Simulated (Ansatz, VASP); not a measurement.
**GaAs: VASP beside Ansatz**

```
CELL_PARAMETERS angstrom
2.85818 2.85818 0.00000
-2.85818 2.85818 0.00000
0.00000 2.85818 2.85818
ATOMIC_POSITIONS crystal
Ga 0.00000 0.00000 0.00000
As 0.75000 0.25000 0.50000
```

Alike in both runs: task single point; functional PBEsol; k mesh 8 × 8 × 8; occupations fermi-dirac, width 0.01 eV; non-collinear spin, spin-orbit coupling.

```csv
,VASP,Ansatz
version,VASP 6.6.1,Ansatz 0.2.0
potentials or method,"VASP PAW PBE potentials, release 64 (Ga_d, As), cutoff 520 eV",all-electron LAPW
```

VASP gave:

```
pressure (GPa) : -1.9
```

Q: What did Ansatz give for the same quantities?

A: Pressure (GPa): -2.0.

VASP's potentials were made for PBE, not for PBEsol. Ansatz ran all-electron here, and VASP with PAW potentials.
